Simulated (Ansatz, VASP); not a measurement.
**SnTe: VASP beside Ansatz**

```
Sn Te
1.0
     0.00000    3.61115    3.61115
     3.61115    0.00000    3.61115
     3.61115    3.61115    0.00000
Sn Te
1 1
Direct
  0.01957 0.98121 0.98759
  0.74878 0.74077 0.76183
```

Alike in both runs: task single point; functional PBEsol; k mesh 4 × 4 × 4; occupations fermi-dirac, width 0.02 eV; no spin polarisation.

```csv
,VASP,Ansatz
version,VASP 6.6.1,Ansatz 0.2.0
potentials or method,"VASP PAW PBE potentials, release 64 (Sn_d, Te), cutoff 520 eV","plane waves, PAW"
valence electrons in the cell,20,30
```

Ansatz gave:

```
pressure (GPa)                                                : -1.5
traceless stress, the component that is largest in VASP (GPa) : 0.57
rms of the force components (eV/Å)                            : 0.174
```

Problem. Estimate VASP's values.

Solution. Pressure (GPa): -1.5; traceless stress, the component that is largest in VASP (GPa): 0.58; rms of the force components (eV/Å): 0.175.

VASP's potentials were made for PBE, not for PBEsol. Atom by atom the forces differ by 0.002 eV/Å (rms over components). VASP's potentials hold 20 valence electrons a cell and Ansatz's 30, so a difference there can come from the potentials and not from the codes. Ansatz's warnings: stress scf threshold loose.

The k mesh is coarse, so the values compare programs but aren't converged. Spin-orbit coupling is off throughout.
